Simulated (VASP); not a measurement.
A run of VASP 6.6.1 is set up as follows.

POSCAR

```
AlZn2Ga3O8
1.0
    8.2782910000      0.0000000000      0.0000000000
    0.0000000000      8.2782910000      0.0000000000
    0.0000000000      0.0000000000      8.2782910000
Zn Ga O Al
8 12 32 4
Direct
    0.8744090000      0.3748220000      0.3755620000
    0.3750010000      0.8748190000      0.3749790000
    0.3744090000      0.3748230000      0.8755580000
    0.1253600000      0.1255590000      0.1253410000
    0.8749960000      0.8748220000      0.8749810000
    0.6247750000      0.6255560000      0.1259230000
    0.6253570000      0.1255590000      0.6253390000
    0.1247720000      0.6255590000      0.6259260000
    0.4973300000      0.0001810000      0.0030090000
    0.7498820000      0.2501820000      0.0004380000
    0.7473670000      0.0002020000      0.2529750000
    0.0024440000      0.5001740000      0.9979010000
    0.9973350000      0.0001780000      0.5030080000
    0.5024400000      0.5001830000      0.4979050000
    0.2498870000      0.2501820000      0.5004420000
    0.2523970000      0.5002020000      0.2479490000
    0.2473690000      0.0001990000      0.7529730000
    0.7523990000      0.5001960000      0.7479440000
    0.9998780000      0.7501970000      0.2504320000
    0.4998880000      0.7501980000      0.7504410000
    0.5084530000      0.0187790000      0.2420030000
    0.7325400000      0.2404930000      0.2410820000
    0.5091510000      0.2406540000      0.0177540000
    0.7370730000      0.0101230000      0.0131910000
    0.0126200000      0.5101310000      0.2376460000
    0.2405220000      0.7404960000      0.2331020000
    0.0171980000      0.7406490000      0.0097120000
    0.2414380000      0.5187680000      0.0090300000
    0.0084560000      0.0187790000      0.7420070000
    0.2325370000      0.2404950000      0.7410830000
    0.0091570000      0.2406540000      0.5177500000
    0.2370760000      0.0101230000      0.5131920000
    0.2672280000      0.2598960000      0.2598150000
    0.4913130000      0.4816110000      0.2589020000
    0.4906210000      0.2597210000      0.4831340000
    0.2626980000      0.4902510000      0.4877200000
    0.5126220000      0.5101310000      0.7376440000
    0.7405230000      0.7404930000      0.7331030000
    0.5171980000      0.7406540000      0.5097160000
    0.7414380000      0.5187700000      0.5090270000
    0.7592500000      0.7598930000      0.2677920000
    0.9871460000      0.9902570000      0.2632630000
    0.9825740000      0.7597200000      0.4911780000
    0.7583300000      0.9816030000      0.4918820000
    0.7672310000      0.2598910000      0.7598120000
    0.9913090000      0.4816070000      0.7589010000
    0.9906170000      0.2597140000      0.9831370000
    0.7626950000      0.4902470000      0.9877170000
    0.2592500000      0.7598920000      0.7677910000
    0.4871430000      0.9902580000      0.7632640000
    0.4825750000      0.7597190000      0.9911790000
    0.2583330000      0.9816010000      0.9918810000
    0.2498870000      0.7501830000      0.0004440000
    0.4998830000      0.2501990000      0.2504410000
    0.7498880000      0.7501830000      0.5004440000
    0.9998830000      0.2501940000      0.7504370000
```

INCAR.step1

```
SYSTEM = AlZn2Ga3O8
PREC = Accurate
ENCUT = 520
EDIFF = 1E-5
ISMEAR = -1
SIGMA = 0.05
LREAL = Auto
LASPH = .TRUE.
NELM = 120
ALGO = Normal
ISIF = 2
LWAVE = .TRUE.
LCHARG = .FALSE.
GGA = PE
ISYM = -1
NBANDS = 262
GGA_COMPAT = .FALSE.
KPAR = 1
```

Contents of INCAR.step2:

```
SYSTEM = AlZn2Ga3O8
PREC = Accurate
ENCUT = 520
EDIFF = 1E-6
ISMEAR = -1
SIGMA = 0.05
LREAL = Auto
LASPH = .TRUE.
NELM = 120
ALGO = Normal
ISIF = 2
LWAVE = .FALSE.
LCHARG = .FALSE.
GGA = PE
LHFCALC = .TRUE.
HFSCREEN = 0.2079
PRECFOCK = Fast
ISTART = 1
ISYM = -1
NBANDS = 262
GGA_COMPAT = .FALSE.
KPAR = 1
```

Contents of KPOINTS:

```
explicit points
1
Reciprocal
  0.25000000   0.25000000   0.25000000 1
```

Potentials or basis: VASP PAW PBE potentials, release 64 (Zn, Ga_d, O, Al).

The run is started by

```sh
$ cat potpaw_PBE.64/Zn/POTCAR potpaw_PBE.64/Ga_d/POTCAR potpaw_PBE.64/O/POTCAR potpaw_PBE.64/Al/POTCAR > POTCAR
$ cp INCAR.step1 INCAR
$ mpirun -np 4 vasp_std > vasp.out
$ cp INCAR.step2 INCAR
$ mpirun -np 4 vasp_std > vasp.out
```

**Question.** What does it give for the band gap on the k mesh?

**Answer.** 5.88 eV.

**Question.** What does it give for the pressure?

**Answer.** 0.0 GPa.

**Question.** Estimate the largest force.

**Answer.** 0.272 eV/Å.

Forces on the atoms (eV/Å):
```
Zn  -0.004  0.019  0.012
Zn   0.012  0.019 -0.004
Zn  -0.004  0.019  0.012
Zn   0.004 -0.020 -0.012
Zn   0.012  0.019 -0.004
Zn  -0.012 -0.019  0.005
Zn   0.004 -0.020 -0.012
Zn  -0.012 -0.019  0.005
Ga  -0.024  0.001  0.024
Ga   0.000  0.000  0.001
Ga  -0.024  0.000  0.023
Ga   0.022  0.000 -0.023
Ga  -0.024  0.001  0.024
Ga   0.022  0.000 -0.024
Ga   0.000  0.000  0.001
Ga   0.022  0.000 -0.024
Ga  -0.024  0.000  0.023
Ga   0.022  0.000 -0.024
Ga   0.000  0.000  0.001
Ga  -0.001  0.000  0.001
O    0.150  0.165 -0.154
O   -0.153 -0.144 -0.139
O    0.142 -0.150  0.154
O   -0.151  0.132  0.151
O    0.151  0.132 -0.151
O   -0.139 -0.144 -0.156
O    0.156 -0.150  0.141
O   -0.154  0.167  0.149
O    0.150  0.164 -0.154
O   -0.153 -0.144 -0.139
O    0.142 -0.150  0.154
O   -0.150  0.131  0.151
O    0.155  0.144  0.138
O   -0.150 -0.166  0.154
O   -0.140  0.149 -0.157
O    0.150 -0.131 -0.153
O    0.151  0.131 -0.151
O   -0.139 -0.144 -0.156
O    0.157 -0.151  0.141
O   -0.155  0.167  0.150
O    0.140  0.145  0.152
O   -0.151 -0.132  0.150
O   -0.154  0.150 -0.141
O    0.155 -0.166 -0.148
O    0.155  0.143  0.137
O   -0.149 -0.166  0.154
O   -0.141  0.149 -0.158
O    0.150 -0.131 -0.153
O    0.140  0.145  0.153
O   -0.150 -0.132  0.150
O   -0.154  0.150 -0.141
O    0.154 -0.166 -0.148
Al  -0.001  0.001  0.004
Al  -0.001  0.001  0.003
Al  -0.001  0.001  0.004
Al  -0.001  0.001  0.004
```

Caveat: the PAW data sets were made with another functional, which shifts forces and pressure a little; a shifted mesh leaves out Γ, where band edges can lie. A k mesh can miss the band edges.
